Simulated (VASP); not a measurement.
# Pd in VASP: further runs

The runs below take Pd through single point, with PBEsol.

All numbers are computed with VASP 6.6.1; they aren't measurements. Logs are shortened: lines on timing, memory, paths and dates and some standing lists are left out, and cuts for length are marked.

## (1) The cell of the first run

The cell holds a slab with vacuum, 5 atoms: a = 2.742 Å, b = 2.742 Å, c = 23.755 Å, α = 90.00°, β = 90.00°, γ = 90.00°.

## (2) Single point, PBEsol

INCAR

```
SYSTEM = Pd
PREC = Accurate
ENCUT = 520
EDIFF = 1E-6
ISMEAR = -1
SIGMA = 0.08
LREAL = .FALSE.
LASPH = .TRUE.
NELM = 100
ALGO = Normal
ISIF = 2
LWAVE = .FALSE.
LCHARG = .FALSE.
LDIPOL = .TRUE.
IDIPOL = 3
DIPOL = 0.5 0.5 0.500
GGA = PS
NBANDS = 33
```

KPOINTS

```
regular mesh
0
G
  12 12 1
  0 0 0
```

POSCAR

```
Pd
1.0
    2.7417966102      0.0000000000      0.0000000000
    0.0000000000      2.7417966102      0.0000000000
    0.0000000000      0.0000000000     23.7550000000
Pd
5
Direct
    0.0000000000      0.0000000000      0.3367717976
    0.5000000000      0.5000000000      0.4183858986
    0.0000000000      0.0000000000      0.5000000000
    0.5000000000      0.5000000000      0.5816141014
    0.0000000000      0.0000000000      0.6632282024
```

Potentials or basis: VASP PAW PBE potentials, release 64 (Pd).

The run is started by

```bash
$ cat potpaw_PBE.64/Pd/POTCAR > POTCAR
$ mpirun -np 1 vasp_std > vasp.out
```

OUTCAR:

```text
SYSTEM = Pd
   PREC = Accurate
   ENCUT = 520
   EDIFF = 1E-6
   ISMEAR = -1
   LREAL = .FALSE.
   LASPH = .TRUE.
   NELM = 100
   ISIF = 2
   GGA = PS

 ion  position               nearest neighbor table
   1  0.000  0.000  0.337-   2 2.74   2 2.74   2 2.74   2 2.74
   2  0.500  0.500  0.418-   1 2.74   1 2.74   1 2.74   1 2.74   3 2.74   3 2.74   3 2.74   3 2.74

   3  0.000  0.000  0.500-   2 2.74   4 2.74   2 2.74   4 2.74   2 2.74   4 2.74   2 2.74   4 2.74

   4  0.500  0.500  0.582-   5 2.74   5 2.74   5 2.74   5 2.74   3 2.74   3 2.74   3 2.74   3 2.74

   5  0.000  0.000  0.663-   4 2.74   4 2.74   4 2.74   4 2.74

  LATTYP: Found a simple tetragonal cell.
 ALAT       =     2.7417966102
 C/A-ratio  =     8.6640270513

  Lattice vectors:

 A1 = (   2.7417966102,   0.0000000000,   0.0000000000)
 A2 = (   0.0000000000,   2.7417966102,   0.0000000000)
 A3 = (   0.0000000000,   0.0000000000,  23.7550000000)

Analysis of symmetry for initial positions (statically):
=====================================================================
 Subroutine PRICEL returns:
 Original cell was already a primitive cell.

 Routine SETGRP: Setting up the symmetry group for a
 simple tetragonal supercell.

 Subroutine GETGRP returns: Found 16 space group operations
 (whereof 16 operations were pure point group operations)
 out of a pool of 16 trial point group operations.

The static configuration has the point symmetry D_4h.

Analysis of symmetry for dynamics (positions and initial velocities):
=====================================================================
 Subroutine PRICEL returns:
 Original cell was already a primitive cell.

 Routine SETGRP: Setting up the symmetry group for a
 simple tetragonal supercell.

 Subroutine GETGRP returns: Found 16 space group operations
 (whereof 16 operations were pure point group operations)
 out of a pool of 16 trial point group operations.

The dynamic configuration has the point symmetry D_4h.

 Subroutine INISYM returns: Found 16 space group operations
 (whereof 16 operations are pure point group operations),
 and found     1 'primitive' translations

----------------------------------------------------------------------------------------

                                     Primitive cell

  volume of cell :     178.5770

  direct lattice vectors                    reciprocal lattice vectors
     2.741796610  0.000000000  0.000000000     0.364724355  0.000000000  0.000000000
     0.000000000  2.741796610  0.000000000     0.000000000  0.364724355  0.000000000
[... 99 lines left out ...]
   POTIM  = 0.5000    time-step for ionic-motion
   TEBEG  =    0.0;   TEEND  =   0.0 temperature during run
   PSTRESS=    0.0 pullay stress
   NELECT =      50.0000    total number of electrons
   NUPDOWN=      -1.0000    fix difference up-down
   EMIN   =  10.00;   EMAX   =-10.00  energy-range for DOS
   EFERMI =   0.00;   METHOD = LEGACY
   ISMEAR =    -1;   SIGMA  =   0.08  broadening in eV -4-tet -1-fermi 0-gaus
   EFERMI_NEDOS =   21; number of points for ismear=-14 and -15
   IALGO  =     38    algorithm
   IMIX   =      4    mixing-type and parameters
     AMIX     =   0.40;   BMIX     =  1.00
     AMIX_MAG =   1.60;   BMIX_MAG =  1.00
  volume/ion in A,a.u.               =      35.72       241.02
  Fermi-wavevector in a.u.,A,eV,Ry     =   1.071000  2.023897 15.606454  1.147042
  Thomas-Fermi vector in A             =   2.206728
   LORBIT       =      0    0 simple, 1 ext, 2 COOP (PROOUT), +10 PAW based schemes
   GGA     = PS    functional components
   LHFCALC =     F    Hartree Fock is set to
   AEXX    =    0.0000 exact exchange contribution
   IVDW    =     0    specifies the selected vdW correction
   LEPSILON=     F    determine dielectric tensor
   LRPA    =     F    only Hartree local field effects (RPA)
 non-spin polarized calculation
  energy-cutoff  :      520.00
  volume of cell :      178.58
 maximum number of plane-waves:      4847
   NGX = 11   NGY = 11   NGZ = 89

 number of electron      50.0000027 magnetization

 dipolmoment           0.000000      0.000000     -0.000000 electrons x Angstroem

 Free energy of the ion-electron system (eV)
  ---------------------------------------------------
  ext. energy  EPLUGINS =         0.00000000
  ---------------------------------------------------
  free energy    TOTEN  =       -28.11938748 eV

  energy without entropy =      -27.90318629  energy(sigma->0) =      -28.01128688

 E-fermi :   0.9196     XC(G=0):  -6.2536

 val. band max:        0.9163983411   @ k =   0.1667   0.0833   0.0000
 cond. band min:       0.9235242703   @ k =   0.5000   0.3333   0.0000
 fundamental gap:      0.0071259291
 Fermi energy:         0.9196324559

 k-point     1 :       0.0000    0.0000    0.0000
  band No.  band energies     occupation
      1      -5.9767      2.00000
      2      -4.8642      2.00000
      3      -4.4045      2.00000
      4      -4.1297      2.00000
      5      -3.7421      2.00000
      6      -3.6919      2.00000
[... 853 lines left out ...]
     32       9.1277      0.00000
     33       9.8018      0.00000

 [... further k-points ...]

------------------------ aborting loop because EDIFF is reached ----------------------------------------

 vacuum level on the upper side and lower side of the slab       (xc-potential included)        -0.144        -0.144

  FORCE on cell =-STRESS in cart. coord.  units (eV):
  Direction    XX          YY          ZZ          XY          YZ          ZX
  --------------------------------------------------------------------------------------
  -------------------------------------------------------------------------------------
  Total       -3.0097816     -3.0097816     -1.0798526      0.0000000      0.0000000      0.0000000
  in kB      -27.0035003    -27.0035003     -9.6883440      0.0000000      0.0000000      0.0000000
  external PRESSURE =     -21.2317815 kB  Pullay stress =       0.0000000 kB

 VOLUME and BASIS-vectors are now :
 -----------------------------------------------------------------------------
  energy-cutoff  :      520.00
  volume of cell :      178.58
      direct lattice vectors                 reciprocal lattice vectors
     2.741796610  0.000000000  0.000000000     0.364724355  0.000000000  0.000000000
     0.000000000  2.741796610  0.000000000     0.000000000  0.364724355  0.000000000
     0.000000000  0.000000000 23.755000000     0.000000000  0.000000000  0.042096401

 POSITION                                       TOTAL-FORCE (eV/Angst)
 -----------------------------------------------------------------------------------
      0.00000      0.00000      8.00001         0.000000      0.000000      0.193802
      1.37090      1.37090      9.93876         0.000000      0.000000     -0.120786
      0.00000      0.00000     11.87750         0.000000      0.000000      0.000000
      1.37090      1.37090     13.81624        -0.000000      0.000000      0.120786
      0.00000      0.00000     15.75499        -0.000000      0.000000     -0.193802
 -----------------------------------------------------------------------------------
    total drift:                                0.000000      0.000000      0.000000

  FREE ENERGIE OF THE ION-ELECTRON SYSTEM (eV)
  ---------------------------------------------------
  free  energy   TOTEN  =       -28.1193874780 eV

  energy  without entropy=      -27.9031862902  energy(sigma->0) =      -28.01128688

 vacuum level on the upper side and lower side of the slab         6.022         6.022
```

stdout:

```text
POSCAR found type information on POSCAR Pd
 POSCAR found :  1 types and       5 ions
 scaLAPACK will be used
 -----------------------------------------------------------------------------
|                                                                             |
|                                                                             |
|     You enforced a specific xc type in the INCAR file but a different       |
|     I HOPE YOU KNOW WHAT YOU ARE DOING!                                     |
|                                                                             |
 -----------------------------------------------------------------------------

 LDA part: xc-table for (Slater+PW92), standard interpolation
 POSCAR, INCAR and KPOINTS ok, starting setup
 FFT: planning ... GRIDC
 FFT: planning ... GRID_SOFT
 FFT: planning ... GRID
 WAVECAR not read
 entering main loop
```

Run time: 3 min. Hardware: 1 thread of Intel Xeon Platinum 8375C at 2.90GHz (Ice Lake), shared host; peak memory 0.32 GiB.

What came out:

```
Free energy            : -28.1194 eV
Largest force          : 0.194 eV/Å
Band gap on the k mesh : zero (band 25 reaches 1.59 eV, above the bottom of band 26 at 0.50 eV)
```

Forces in eV/Å, atoms in the order of the input:
```
Pd   0.000  0.000  0.194
Pd   0.000  0.000 -0.121
Pd   0.000  0.000  0.000
Pd   0.000  0.000  0.121
Pd   0.000  0.000 -0.194
```

Levels at points of the mesh, in eV from the Fermi level:
```tsv
k point	band 21	band 22	band 23	band 24	band 25	band 26	band 27	band 28	band 29	band 30
(0.00, 0.00, 0.00)	-0.79	-0.44	-0.36	-0.33	-0.33	-0.07	0.01	0.16	0.16	1.50
(0.50, 0.00, 0.00)	-0.62	-0.32	-0.18	-0.16	-0.04	1.38	1.81	2.15	2.28	2.36
(0.50, 0.50, 0.00)	0.26	0.33	0.33	0.67	0.67	4.13	4.13	6.07	6.07	8.30
```

Caveat: the PAW data sets were made with another functional, which shifts forces and pressure a little.

## (3) Single point, PBEsol

INCAR

```
  PREC = Accurate
  ENCUT = 520
  EDIFF = 1E-6
  ISMEAR = -1
  SIGMA = 0.08
  LREAL = F
  LASPH = T
  NELM = 60
  ALGO = Normal
  ISIF = 2
  LWAVE = F
  LCHARG = T
  LDIPOL = T
  IDIPOL = 3
  DIPOL = 0.5 0.5 0.500
  GGA = PS
  LELF = T
  LVHAR = T
  LVACPOTAV = T
  NBANDS = 33
```

KPOINTS

```
Automatic mesh
0
Gamma
  12 12 1
```

POSCAR

```
Pd
1.0
    2.7417966102      0.0000000000      0.0000000000
    0.0000000000      2.7417966102      0.0000000000
    0.0000000000      0.0000000000     23.7550000000
Pd
5
Direct
    0.0000000000      0.0000000000      0.3385513902
    0.5000000000      0.5000000000      0.4187923447
    0.0000000000      0.0000000000      0.5000000004
    0.5000000000      0.5000000000      0.5812076557
    0.0000000000      0.0000000000      0.6614486091
```

Potentials or basis: VASP PAW PBE potentials, release 64 (Pd).

The run is started by

```bash
$ cat potpaw_PBE.64/Pd/POTCAR > POTCAR
$ mpirun -np 1 vasp_std > vasp.out
```

Run time: 3.2 min. Hardware: 1 thread of Intel Xeon Platinum 8375C at 2.90GHz (Ice Lake), shared host; peak memory 0.3 GiB.

The run converged. Its results:

```yaml
Free_energy: -28.1271 eV
Largest_force: 0.013 eV/Å
Band_gap_on_the_k_mesh: zero (band 25 reaches 1.57 eV, above the bottom of band 26 at 0.50 eV)
```

Forces in eV/Å, atoms in the order of the input:
```
Pd   0.000  0.000  0.013
Pd   0.000  0.000 -0.002
Pd   0.000  0.000  0.000
Pd   0.000  0.000  0.002
Pd   0.000  0.000 -0.013
```

Levels at points of the mesh, in eV from the Fermi level:
| k point | band 23 | band 24 | band 25 | band 26 | band 27 | band 28 |
| --- | --- | --- | --- | --- | --- | --- |
| (0.00, 0.00, 0.00) | -0.35 | -0.34 | -0.34 | -0.09 | 0.01 | 0.17 |
| (0.50, 0.00, 0.00) | -0.20 | -0.15 | -0.02 | 1.35 | 1.80 | 2.13 |
| (0.50, 0.50, 0.00) | 0.30 | 0.64 | 0.64 | 4.09 | 4.09 | 6.05 |

Caveat: the PAW data sets were made with another functional, which shifts forces and pressure a little.
